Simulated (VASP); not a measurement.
Input of a VASP 6.6.1 run:

Contents of INCAR:

```
  PREC = Accurate
  ENCUT = 520
  EDIFF = 1E-7
  ISMEAR = -1
  SIGMA = 0.05
  LREAL = False
  LASPH = True
  NELM = 150
  ALGO = Normal
  ISIF = 2
  LWAVE = False
  LCHARG = False
  ISPIN = 2
  MAGMOM = 0
  LORBIT = 11
  NUPDOWN = 0.0
  LMAXMIX = 4
  GGA = PE
  NBANDS = 15
```

The input KPOINTS:

```
Automatic mesh
0
Gamma
  15 15 15
```

The input POSCAR:

```
Hf
1.0
    0.0000000000      2.2200000000      2.2200000000
    2.2200000000      0.0000000000      2.2200000000
    2.2200000000      2.2200000000      0.0000000000
Hf
1
Direct
    0.0000000000      0.0000000000      0.0000000000
```

Potentials or basis: VASP PAW PBE potentials, release 64 (Hf_pv).

The run is started by

```console
$ cat potpaw_PBE.64/Hf_pv/POTCAR > POTCAR
$ mpirun -np 1 vasp_std > vasp.out
```

Predict the pressure.

2.9 GPa.

Caveat: the total moment is fixed, so each spin has its own Fermi level.
